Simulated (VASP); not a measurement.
Wanted: the native input for a VASP 6.6.1 run.

| Item | Value |
| --- | --- |
| Task | single point |
| Functional | LDA |
| Potentials or basis | VASP PAW LDA potentials, release 64 (Ir) |
| Cutoff | 520 eV |
| k mesh | 8 × 8 × 8 |
| Occupations | gaussian, width 0.15 eV |
| Spin | no spin polarisation |
| Dipole correction | no |
| Further INCAR settings | ALGO = Fast; EDIFF = 1e-06; NBANDS = 10 |

The structure of Ir lies in POSCAR:

```
Ir
1.0
    0.0000000000      1.9197000000      1.9197000000
    1.9197000000      0.0000000000      1.9197000000
    1.9197000000      1.9197000000      0.0000000000
Ir
1
Direct
    0.0000000000      0.0000000000      0.0000000000
```

The input as run:

INCAR

```
PREC = Accurate
ENCUT = 520
EDIFF = 1E-6
ISMEAR = 0
SIGMA = 0.15
LREAL = F
LASPH = T
NELM = 60
ALGO = Fast
ISIF = 2
LWAVE = F
LCHARG = F
GGA = CA
NBANDS = 10
```

KPOINTS

```
regular mesh
0
Gamma
  8 8 8
```

Potentials or basis: VASP PAW LDA potentials, release 64 (Ir).

Launch:

```bash
$ cat potpaw_LDA.64/Ir/POTCAR > POTCAR
$ mpirun -np 1 vasp_std > vasp.out
```

Results of the run:

The pressure is -4.3 GPa.

Run time: 5.9 s on 1 thread of Intel Xeon 6975P-C, with other jobs on the host, peak memory 0.12 GiB.
